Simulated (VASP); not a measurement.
# P (P1) in VASP: relaxation of cell and atoms with PBE

Aim: the relaxation of cell and atoms of P with PBE.

All numbers are computed with VASP 6.6.1; they aren't measurements. Logs are shortened: lines on timing, memory, paths and dates and some standing lists are left out, and cuts for length are marked.

## (1) The cell of the first run

The typed cell holds 4 atoms: a = 2.393 Å, b = 4.851 Å, c = 4.848 Å, α = 90.07°, β = 88.90°, γ = 88.77°.

## (2) Relaxation of cell and atoms, PBE

INCAR

```
SYSTEM = P
PREC = Accurate
ENCUT = 600
EDIFF = 1E-6
ISMEAR = 0
SIGMA = 0.2
LREAL = .False.
LASPH = .True.
NELM = 80
ALGO = Normal
ISIF = 3
LWAVE = .False.
LCHARG = .False.
GGA = PE
IBRION = 2
NSW = 80
EDIFFG = -0.025
```

KPOINTS

```
regular mesh
0
Gamma
  8 4 4
  0 0 0
```

POSCAR

```
P
1.0
    0.0259644451      0.0230957860      2.3928459178
    4.8502771833     -0.0030934784      0.0519288901
   -0.0030934784      4.8476675258      0.0461915719
P
4
Direct
   -0.0090361564      0.0173892895     -0.0144560806
   -0.0057158586      0.0080667989      0.5076198535
   -0.0018074092      0.4952027617      0.0022680878
    0.0165594241      0.4793411500      0.5045681393
```

Potentials or basis: VASP PAW PBE potentials, release 64 (P).

Run with:

```
> cat potpaw_PBE.64/P/POTCAR > POTCAR
> mpirun -np 1 vasp_std > vasp.out
```

OUTCAR:

```text
SYSTEM = P
   PREC = Accurate
   ENCUT = 600
   EDIFF = 1E-6
   ISMEAR = 0
   LREAL = .False.
   LASPH = .True.
   NELM = 80
   ISIF = 3
   GGA = PE
   IBRION = 2
   NSW = 80
   EDIFFG = -0.025

 ion  position               nearest neighbor table
   1  0.991  0.017  0.986-   2 2.32   3 2.32   2 2.53   3 2.53
   2  0.994  0.008  0.508-   4 2.29   1 2.32   1 2.53   4 2.56
   3  0.998  0.495  0.002-   1 2.32   4 2.41   4 2.44   1 2.53
   4  0.017  0.479  0.505-   2 2.29   3 2.41   3 2.44   2 2.56

  LATTYP: Found a triclinic cell.
 ALAT       =     7.2633751285
 B/A-ratio  =     0.6674429577
 C/A-ratio  =     0.6678102206
 COS(alpha) =     0.0011737936
 COS(beta)  =     0.6614942814
 COS(gamma) =     0.6745431268

  Lattice vectors:

 A1 = (  -4.8274062166,   4.8738567902,   2.3871085996)
 A2 = (  -0.0030934784,   4.8476675258,   0.0461915719)
 A3 = (  -4.8502771833,   0.0030934784,  -0.0519288901)

Analysis of symmetry for initial positions (statically):
=====================================================================
 Subroutine PRICEL returns:
 Original cell was already a primitive cell.

 Routine SETGRP: Setting up the symmetry group for a
 triclinic supercell.

 Subroutine GETGRP returns: Found  1 space group operations
 (whereof  1 operations were pure point group operations)
 out of a pool of  2 trial point group operations.

The static configuration has the point symmetry C_1 .

Analysis of symmetry for dynamics (positions and initial velocities):
=====================================================================
 Subroutine PRICEL returns:
 Original cell was already a primitive cell.

 Routine SETGRP: Setting up the symmetry group for a
 triclinic supercell.

 Subroutine GETGRP returns: Found  1 space group operations
 (whereof  1 operations were pure point group operations)
 out of a pool of  2 trial point group operations.

The dynamic configuration has the point symmetry C_1 .

 Subroutine INISYM returns: Found  1 space group operations
 (whereof  1 operations are pure point group operations),
 and found     1 'primitive' translations

----------------------------------------------------------------------------------------

                                     Primitive cell

  volume of cell :      56.2501

  direct lattice vectors                    reciprocal lattice vectors
     0.025964445  0.023095786  2.392845918    -0.004477801 -0.003985815  0.417999467
     4.850277183 -0.003093478  0.051928890     0.206197852  0.000152916 -0.002238901
    -0.003093478  4.847667526  0.046191572     0.000152916  0.206303861 -0.001992907

  length of vectors
     2.393098233  4.850556147  4.847888579     0.418042453  0.206210063  0.206313543

  position of ions in fractional coordinates (direct lattice)
     0.990963844  0.017389290  0.985543919
     0.994284141  0.008066799  0.507619854
     0.998192591  0.495202762  0.002268088
     0.016559424  0.479341150  0.504568139

  ion indices of the primitive-cell ions
   primitive index   ion index
                 1           1
                 2           2
                 3           3
                 4           4

----------------------------------------------------------------------------------------

 KPOINTS: regular mesh

Automatic generation of k-mesh.
 Grid dimensions read from file:
 generate k-points for:    8    4    4

 Generating k-lattice:

  Cartesian coordinates                     Fractional coordinates (reciprocal lattice)
    -0.000559725 -0.000498227  0.052249933     0.125000000 -0.000000000  0.000000000
     0.051549463  0.000038229 -0.000559725     0.000000000  0.250000000  0.000000000
     0.000038229  0.051575965 -0.000498227     0.000000000  0.000000000  0.250000000

  Length of vectors
     0.052255307  0.051552516  0.051578386

  Shift w.r.t. Gamma in fractional coordinates (k-lattice)
     0.000000000  0.000000000  0.000000000

 Subroutine IBZKPT returns following result:
 ===========================================

 Found     68 irreducible k-points:

 Following reciprocal coordinates:
            Coordinates               Weight
  0.000000  0.000000  0.000000      1.000000
  0.125000  0.000000  0.000000      2.000000
  0.250000  0.000000  0.000000      2.000000
  0.375000  0.000000 -0.000000      2.000000
  0.500000  0.000000  0.000000      1.000000
  0.000000  0.250000 -0.000000      2.000000
[... 16 lines left out ...]
  0.500000  0.000000  0.250000      2.000000
 -0.375000  0.000000  0.250000      2.000000
 [... further k-points ...]
   k-points           NKPTS =     68   k-points in BZ     NKDIM =     68   number of bands    NBANDS=     14
   number of dos      NEDOS =    301   number of ions     NIONS =      4
   total plane-waves  NPLWV =  32000
   dimension x,y,z NGX =    20 NGY =   40 NGZ =   40
   dimension x,y,z NGXF=    40 NGYF=   80 NGZF=   80
   ions per type =               4
   NGX,Y,Z   is equivalent  to a cutoff of  13.89, 13.71, 13.72 a.u.
   NGXF,Y,Z  is equivalent  to a cutoff of  27.79, 27.42, 27.43 a.u.
 SYSTEM =  P
   PREC   = accura    normal or accurate (medium, high low for compatibility)
   ISTART =      0    job   : 0-new  1-cont  2-samecut
   ICHARG =      2    charge: 1-file 2-atom 10-const
   ISPIN  =      1    spin polarized calculation?
   LNONCOLLINEAR =      F non collinear calculations
   LSORBIT =      F    spin-orbit coupling
   LASPH  =      T    aspherical Exc in radial PAW
   ENCUT  =  600.0 eV  44.10 Ry    6.64 a.u.   4.78  9.69  9.68*2*pi/ulx,y,z
   NELM   =     80;   NELMIN=  2; NELMDL= -5     # of ELM steps
   EDIFF  = 0.1E-05   stopping-criterion for ELM
   LREAL  =      F    real-space projection
   EDIFFG = -.3E-01   stopping-criterion for IOM
   NSW    =     80    number of steps for IOM
   IBRION =      2    ionic relax: 0-MD 1-quasi-New 2-CG
   NFREE  =      1    steps in history (QN), initial steepest desc. (CG)
   ISIF   =      3    stress and relaxation
   ISYM   =      2    0-nonsym 1-usesym 2-fastsym
   POTIM  = 0.5000    time-step for ionic-motion
   TEBEG  =    0.0;   TEEND  =   0.0 temperature during run
   PSTRESS=    0.0 pullay stress
   NELECT =      20.0000    total number of electrons
   NUPDOWN=      -1.0000    fix difference up-down
   EMIN   =  10.00;   EMAX   =-10.00  energy-range for DOS
   EFERMI =   0.00;   METHOD = LEGACY
   ISMEAR =     0;   SIGMA  =   0.20  broadening in eV -4-tet -1-fermi 0-gaus
   EFERMI_NEDOS =   21; number of points for ismear=-14 and -15
   IALGO  =     38    algorithm
   IMIX   =      4    mixing-type and parameters
     AMIX     =   0.40;   BMIX     =  1.00
     AMIX_MAG =   1.60;   BMIX_MAG =  1.00
  volume/ion in A,a.u.               =      14.06        94.90
  Fermi-wavevector in a.u.,A,eV,Ry     =   1.159784  2.191673 18.301173  1.345098
  Thomas-Fermi vector in A             =   2.296373
   LORBIT       =      0    0 simple, 1 ext, 2 COOP (PROOUT), +10 PAW based schemes
   GGA     = PE    functional components
   LHFCALC =     F    Hartree Fock is set to
   AEXX    =    0.0000 exact exchange contribution
   IVDW    =     0    specifies the selected vdW correction
   LEPSILON=     F    determine dielectric tensor
   LRPA    =     F    only Hartree local field effects (RPA)
 conjugate gradient relaxation of ions
 non-spin polarized calculation
 Gauss-broadening in eV      SIGMA  =   0.20
  energy-cutoff  :      600.00
  volume of cell :       56.25
 maximum number of plane-waves:      1894
   NGX =  9   NGY = 19   NGZ = 19

--------------------------------------- Ionic step        1  -------------------------------------------

 number of electron      19.9999999 magnetization

 Free energy of the ion-electron system (eV)
  ---------------------------------------------------
  ext. energy  EPLUGINS =         0.00000000
  ---------------------------------------------------
  free energy    TOTEN  =       -20.91568711 eV

  energy without entropy =      -20.88159065  energy(sigma->0) =      -20.89863888

 E-fermi :  10.2697     XC(G=0): -11.4213

 val. band max:       10.2559767765   @ k =  -0.2500   0.2500   0.2500
 cond. band min:      10.2724548546   @ k =   0.0000   0.5000   0.2500
 fundamental gap:      0.0164780780
 Fermi energy:        10.2696648853

 k-point     1 :       0.0000    0.0000    0.0000
  band No.  band energies     occupation
      1      -6.8218      2.00000
      2      -2.3980      2.00000
      3      -2.3242      2.00000
      4       1.1475      2.00000
      5       1.1849      2.00000
      6       2.5317      2.00000
      7       4.6769      2.00000
      8       4.7013      2.00000
      9      10.8793      0.00002
     10      15.1190      0.00000
     11      15.2122      0.00000
     12      15.6841      0.00000
     13      16.7301      0.00000
     14      16.9006      0.00000
[... 375 lines left out ...]
 k-point    24 :      -0.3750    0.0000    0.2500
  band No.  band energies     occupation
      1      -3.2256      2.00000
      2      -0.5896      2.00000
      3       1.3597      2.00000
      4       3.4670      2.00000
      5       4.0111      2.00000
      6       4.3151      2.00000
      7       5.5554      2.00000
      8       6.2590      2.00000
      9       6.8887      2.00000
     10       7.2680      2.00000
     11       8.7688      2.00000
     12      11.5826      0.00000
     13      12.9138      0.00000
     14      13.6971      0.00000

 [... further k-points ...]
[... 5 lines left out ...]
  --------------------------------------------------------------------------------------
  -------------------------------------------------------------------------------------
  Total        1.8155126      2.0780794      3.2110469     -0.1457605     -0.3498169     -0.2738606
  in kB       51.7114085     59.1901222     91.4605375     -4.1517097     -9.9638668     -7.8003957
  external PRESSURE =      67.4540227 kB  Pullay stress =       0.0000000 kB
[... 95 lines left out ...]
  FREE ENERGIE OF THE ION-ELECTRON SYSTEM (eV)
  ---------------------------------------------------
  free  energy   TOTEN  =       -20.9904135457 eV

  energy  without entropy=      -20.9564017995  energy(sigma->0) =      -20.97340767

[... ionic steps 4 to 9 ...]

--------------------------------------- Ionic step       10  -------------------------------------------

 number of electron      20.0000002 magnetization

------------------------ aborting loop because EDIFF is reached ----------------------------------------

  FORCE on cell =-STRESS in cart. coord.  units (eV):
  Direction    XX          YY          ZZ          XY          YZ          ZX
  --------------------------------------------------------------------------------------
  -------------------------------------------------------------------------------------
  Total        0.1138890      0.0414370      0.0787654      0.0180519     -0.0566151      0.0449374
  in kB        3.1107449      1.1318028      2.1513851      0.4930666     -1.5463752      1.2274130
  external PRESSURE =       2.1313109 kB  Pullay stress =       0.0000000 kB
[... 61 lines left out ...]
  energy  without entropy=      -20.9821867222  energy(sigma->0) =      -20.99676895

--------------------------------------- Ionic step       12  -------------------------------------------

 number of electron      20.0000002 magnetization

 Free energy of the ion-electron system (eV)
  ---------------------------------------------------
  ext. energy  EPLUGINS =         0.00000000
  ---------------------------------------------------
  free energy    TOTEN  =       -21.01161524 eV

  energy without entropy =      -20.98213540  energy(sigma->0) =      -20.99687532

 E-fermi :   9.5413     XC(G=0): -11.2324

 val. band max:        9.5139512452   @ k =  -0.1250   0.2500   0.5000
 cond. band min:       9.5791669522   @ k =   0.2500   0.5000   0.0000
 fundamental gap:      0.0652157071
 Fermi energy:         9.5413366144

 k-point     1 :       0.0000    0.0000    0.0000
  band No.  band energies     occupation
      1      -6.9514      2.00000
      2      -2.7004      2.00000
      3      -2.5576      2.00000
      4       0.8931      2.00000
      5       0.9250      2.00000
      6       2.0710      2.00000
      7       4.2740      2.00000
      8       4.3436      2.00000
      9      10.5734      0.00000
     10      14.3155      0.00000
     11      14.4116      0.00000
     12      14.6308      0.00000
     13      16.2613      0.00000
     14      16.3050      0.00000
[... 375 lines left out ...]
 k-point    24 :      -0.3750    0.0000    0.2500
  band No.  band energies     occupation
      1      -3.6341      2.00000
      2      -0.9825      2.00000
      3       0.8546      2.00000
      4       3.0969      2.00000
      5       3.5564      2.00000
      6       3.7606      2.00000
      7       4.9274      2.00000
      8       5.6919      2.00000
      9       6.1289      2.00000
     10       6.7657      2.00000
     11       8.0553      2.00000
     12      10.5492      0.00000
     13      12.4142      0.00000
     14      13.0981      0.00000

 [... further k-points ...]
[... 5 lines left out ...]
  --------------------------------------------------------------------------------------
  -------------------------------------------------------------------------------------
  Total       -0.0946764      0.0282916     -0.0314773      0.0074030     -0.0116645      0.0219948
  in kB       -2.5797030      0.7708768     -0.8576817      0.2017130     -0.3178284      0.5993048
  external PRESSURE =      -0.8888360 kB  Pullay stress =       0.0000000 kB
[... 19 lines left out ...]
  FREE ENERGIE OF THE ION-ELECTRON SYSTEM (eV)
  ---------------------------------------------------
  free  energy   TOTEN  =       -21.0116152353 eV

  energy  without entropy=      -20.9821353976  energy(sigma->0) =      -20.99687532

 reached required accuracy - stopping structural energy minimisation
```

Wall time 2.6 min (1 thread of Intel Xeon 6975P-C (Granite Rapids), shared host); peak memory 0.2 GiB.

Results:

| Property | Result |
| --- | --- |
| Free energy | -21.0116 eV |
| Relaxed volume | 14.70 Å³/atom |
| Relaxed cell | a = 2.456 Å, b = 4.885 Å, c = 4.901 Å, α = 90.03°, β = 89.97°, γ = 90.07° |
| Space group after relaxing (to 0.1 Å) | P4/mmm (No. 123) |
| Energy gained by relaxing | 24.0 meV/atom |
| Ionic steps | 12 |
| Pressure after relaxing | -0.1 GPa |
| Largest force after relaxing | 0.024 eV/Å |
| Band gap on the k mesh | zero (bands 10 and 11 overlap by 7.62 eV) |

Forces on the atoms (eV/Å):
```
P    0.017  0.014 -0.002
P   -0.001 -0.014 -0.007
P    0.005  0.002 -0.003
P   -0.021 -0.002  0.012
```

Step by step:
```
step  energy change (eV)  largest force (eV/Å)  pressure (GPa)  volume (Å³)
   1              0.0000                0.4804            6.75        56.25
   2             -0.0506                0.2304           -4.07        61.20
   3             -0.0747                0.1959           -0.58        59.31
   4             -0.0849                0.1654           -0.35        59.16
   5             -0.0882                0.1541           -0.10        59.02
   6             -0.0926                0.0841            0.07        58.85
   7             -0.0929                0.0745            0.12        58.80
   8             -0.0945                0.0536           -0.05        58.86
   9             -0.0951                0.0346           -0.29        58.94
  10             -0.0956                0.0325            0.21        58.66
  11             -0.0957                0.0315            0.12        58.71
  12             -0.0959                0.0244           -0.09        58.80
```

Final structure:
```
CELL_PARAMETERS angstrom
-0.00186 0.00039 2.45612
4.88454 -0.00139 -0.00240
-0.00114 4.90128 0.00165
ATOMIC_POSITIONS crystal
P 0.00031 0.00976 0.99702
P 0.00042 0.01061 0.50291
P 0.00025 0.48911 0.99899
P 0.99902 0.49052 0.50109
```

The gap in the log of VASP goes by the Fermi energy; the results here count the filled bands.